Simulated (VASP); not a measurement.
Here is a VASP 6.6.1 calculation.

Contents of INCAR:

```
ALGO = Normal
EDIFF = 1E-6
ENCUT = 520
GGA = PE
ISIF = 2
ISMEAR = 0
LASPH = True
LCHARG = False
LREAL = False
LWAVE = False
NBANDS = 26
NELM = 100
PREC = Accurate
SIGMA = 0.1
```

File KPOINTS:

```
k-points
0
Gamma
  6 6 2
```

The input POSCAR:

```
SnCl3
1.0
    3.9650949321      0.0000000000      0.0000000000
   -1.9825474661      3.4338729396      0.0000000000
    0.0000000000      0.0000000000      9.1355047247
Sn Cl
1 3
Direct
    0.0000000000      0.0000000000      0.5000000000
    0.0000000000      0.0000000000      0.0000000000
    0.3333333333      0.6666666667      0.6878300088
    0.3333333333      0.6666666667      0.3121699912
```

Potentials or basis: VASP PAW PBE potentials, release 64 (Sn_d, Cl).

Command:

```console
$ cat potpaw_PBE.64/Sn_d/POTCAR potpaw_PBE.64/Cl/POTCAR > POTCAR
$ mpirun -np 1 vasp_std > vasp.out
```

Q: What does it give for the pressure?

A: -0.1 GPa.

Q: Predict the largest force.

A: 0.020 eV/Å.

Q: What does it give for the band gap on the k mesh?

A: Zero (an odd number of electrons rules out a gap without spin polarisation).

Forces in eV/Å, atoms in the order of the input:
```
Sn   0.000  0.000  0.000
Cl   0.000  0.000  0.000
Cl   0.000  0.000 -0.020
Cl   0.000  0.000  0.020
```

Caveat: spin-orbit coupling is left out, which moves the levels of the heavy elements; this functional lacks dispersion, which binds the layers, so the pressure and a relaxed spacing across them are unreliable; an odd number of electrons without spin polarisation forces a metal; a magnetic or distorted state may lie lower.
